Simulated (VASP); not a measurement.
A run of VASP 6.6.1 is set up as follows.

File POSCAR:

```
Sc
1.0
    2.8908600169      0.0000000000      0.0000000000
    0.0000000000      2.8908600169      0.0000000000
    0.0000000000      0.0000000000      2.8908600169
Sc
1
Direct
    0.0000000000      0.0000000000      0.0000000000
```

INCAR.step1

```
SYSTEM = Sc
ALGO     = Normal         ! electronic algorithm
EDIFF    = 1E-4           ! SCF threshold, eV
ENCUT    = 520            ! plane-wave cutoff, eV
GGA      = PE             ! functional
ISMEAR   = -1             ! smearing method
ISPIN    = 2              ! spin polarisation
LASPH    = .TRUE.         ! aspherical terms in the spheres
LCHARG   = .FALSE.        ! write CHGCAR
LMAXMIX  = 4              ! l up to which the mixer works
LREAL    = .FALSE.        ! projectors in reciprocal space
LWAVE    = .TRUE.         ! write WAVECAR
MAGMOM   = 0.67           ! initial moments
NBANDS   = 16             ! bands
NELM     = 150            ! most SCF steps
PREC     = Accurate       ! precision mode
SIGMA    = 0.05           ! smearing width, eV
```

Contents of INCAR.step2:

```
SYSTEM = Sc
ALGO     = Normal         ! electronic algorithm
EDIFF    = 1E-6           ! SCF threshold, eV
ENCUT    = 520            ! plane-wave cutoff, eV
ISIF     = 2              ! what is computed and relaxed
ISMEAR   = -1             ! smearing method
ISPIN    = 2              ! spin polarisation
ISTART   = 1            
LASPH    = .TRUE.         ! aspherical terms in the spheres
LCHARG   = .FALSE.        ! write CHGCAR
LMAXMIX  = 4              ! l up to which the mixer works
LMIXTAU  = .TRUE.       
LORBIT   = 11             ! projections on sites
LREAL    = .FALSE.        ! projectors in reciprocal space
LWAVE    = .FALSE.        ! write WAVECAR
MAGMOM   = 0.67           ! initial moments
METAGGA  = R2SCAN         ! meta-GGA
NBANDS   = 16             ! bands
NELM     = 150            ! most SCF steps
PREC     = Accurate       ! precision mode
SIGMA    = 0.05           ! smearing width, eV
```

KPOINTS

```
k-points
0
G
  17 17 17
  0 0 0
```

Potentials or basis: VASP PAW PBE potentials, release 64 (Sc_sv).

Launch:

```console
$ cat potpaw_PBE.64/Sc_sv/POTCAR > POTCAR
$ cp INCAR.step1 INCAR
$ mpirun -np 1 vasp_std > vasp.out
$ cp INCAR.step2 INCAR
$ mpirun -np 1 vasp_std > vasp.out
```

(1) What does it give for the pressure?

(2) What does it give for the net moment?

Answers

(1) 3.7 GPa.

(2) 0.92 μB per cell.

Caveat: the PAW data sets were made with another functional, which shifts forces and pressure a little.
